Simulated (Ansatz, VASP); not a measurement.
## One calculation of Mo, two programs

File INCAR:

```
SYSTEM = Mo
ALGO = Normal ; DIPOL = 0.5 0.5 0.500
EDIFF = 1E-6 ; ENCUT = 520
GGA = CA ; IDIPOL = 3
ISIF = 2 ; ISMEAR = -1
LASPH = .True. ; LCHARG = .True.
LDIPOL = .True. ; LELF = .True.
LREAL = .False. ; LVACPOTAV = .True.
LVHAR = .True. ; LWAVE = .False.
NBANDS = 43 ; NELM = 100
PREC = Accurate ; SIGMA = 0.05
```

File KPOINTS:

```
k-points
0
Gamma
  13 13 1
  0 0 0
```

The input POSCAR:

```
Mo
1.0
    2.6943125793      0.0000000000      0.0000000000
   -0.8981041931      2.5402222606      0.0000000000
    0.0000000000      0.0000000000     15.6181000000
Mo
5
Direct
    0.0000000000      0.0000000000      0.2240979419
    0.5000000000      0.5000000000      0.3584087432
    0.0000000000      0.0000000000      0.4999999977
    0.5000000000      0.5000000000      0.6415912635
    0.0000000000      0.0000000000      0.7759020581
```

Input for Ansatz:

```yaml
crystal:
  lattice:
    - [2.6943125793, 0.0, 0.0]
    - [-0.8981041931, 2.5402222606, 0.0]
    - [0.0, 0.0, 15.6181]
  atoms:
    - { symbol: Mo, position: [0.0, 0.0, 0.2240979419] }
    - { symbol: Mo, position: [0.5, 0.5, 0.3584087432] }
    - { symbol: Mo, position: [0.0, 0.0, 0.4999999977] }
    - { symbol: Mo, position: [0.5, 0.5, 0.6415912635] }
    - { symbol: Mo, position: [0.0, 0.0, 0.7759020581] }
kpoints:
  mp_grid: { grid: [13, 13, 1] }
scf:
  occupations: { method: fermi_dirac, width: 0.05 }
hamiltonian:
  xc: lda
  pseudopotentials: { kind: paw }
output:
  forces: true
  stress: true
  eigenvalues: true
efield:
  axis: 3
  amplitude: 0
  dipole_correction: true
```

Alike in both runs: task single point; functional LDA; k mesh 13 × 13 × 1; occupations fermi-dirac, width 0.05 eV; no spin polarisation.

```csv
,VASP,Ansatz
version,VASP 6.6.1,Ansatz 0.2.0
potentials or method,"VASP PAW LDA potentials, release 64 (Mo_sv)","PAW with Ansatz's default frozen-core files, scalar-relativistic"
plane-wave cutoff (eV),520,420
valence electrons in the cell,70,70
```

Ansatz gave:

```
rms of the force components (eV/Å) : 0.000
```

Task: What did VASP give for the same quantities?

Result: rms of the force components (eV/Å): 0.026.

LDA's correlation is that of Perdew and Zunger in VASP and of Perdew and Wang (1992) in Ansatz. Atom by atom the forces differ by 0.026 eV/Å (rms over components). Ansatz's warnings: vacuum density over bound.
